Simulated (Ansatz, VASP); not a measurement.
## One calculation of AlN, two programs

The input INCAR:

```
PREC     = Accurate       # precision mode
ENCUT    = 520            # plane-wave cutoff, eV
EDIFF    = 1E-8           # SCF threshold, eV
ISMEAR   = -1             # smearing method
SIGMA    = 0.02           # smearing width, eV
LREAL    = F              # projectors in reciprocal space
LASPH    = T              # aspherical terms in the spheres
NELM     = 80             # most SCF steps
ALGO     = Normal         # electronic algorithm
ISIF     = 2              # what is computed and relaxed
LWAVE    = F              # write WAVECAR
LCHARG   = F              # write CHGCAR
GGA      = PE             # functional
LEFG     = T            
NBANDS   = 11             # bands
```

Contents of KPOINTS:

```
regular mesh
0
Gamma
  10 10 10
```

The input POSCAR:

```
AlN
1.0
    0.0000000000      1.9780000000      1.9780000000
    1.9780000000      0.0000000000      1.9780000000
    1.9780000000      1.9780000000      0.0000000000
Al N
1 1
Direct
    0.0000000000      0.0000000000      0.0000000000
    0.5000000000      0.5000000000      0.5000000000
```

Input for Ansatz:

```yaml
crystal:
  lattice:
    - [0.0, 1.978, 1.978]
    - [1.978, 0.0, 1.978]
    - [1.978, 1.978, 0.0]
  atoms:
    - { symbol: Al, position: [0.0, 0.0, 0.0] }
    - { symbol: "N", position: [0.5, 0.5, 0.5] }
kpoints:
  mp_grid: { grid: [10, 10, 10] }
  band_path:
    path:
      - [0.0, 0.0, 0.0]
      - [0.5, 0.0, 0.5]
      - [0.625, 0.25, 0.625]
      - [0.375, 0.375, 0.75]
      - [0.0, 0.0, 0.0]
      - [0.5, 0.5, 0.5]
      - [0.5, 0.25, 0.75]
      - [0.5, 0.0, 0.5]
    npoints: 8
scf:
  occupations: { method: fermi_dirac, width: 0.02 }
hamiltonian:
  xc: pbe
  pseudopotentials: { kind: paw }
output:
  forces: true
  stress: true
  eigenvalues: true
  efg: { contact_densities: true }
  populations: true
  bader: true
  dos: { projected: true, de: 0.2, e_range: [-14, 8] }
```

Alike in both runs: task electric field gradients; functional PBE; k mesh 10 × 10 × 10; occupations fermi-dirac, width 0.02 eV; no spin polarisation.

```csv
,VASP,Ansatz
version,VASP 6.6.1,Ansatz 0.2.0
potentials or method,"VASP PAW PBE potentials, release 64 (Al, N)","PAW with Ansatz's default frozen-core files, scalar-relativistic"
plane-wave cutoff (eV),520,420
valence electrons in the cell,8,8
```

Ansatz gave:

```
gap on the k mesh at the Fermi level (eV) : 5.17
pressure (GPa)                            : 25.6
```

What did VASP give for the same quantities?

gap on the k mesh at the Fermi level (eV): 5.19; pressure (GPa): 25.2.

With one functional, cell and mesh, what is left measures potentials, basis and numerics.
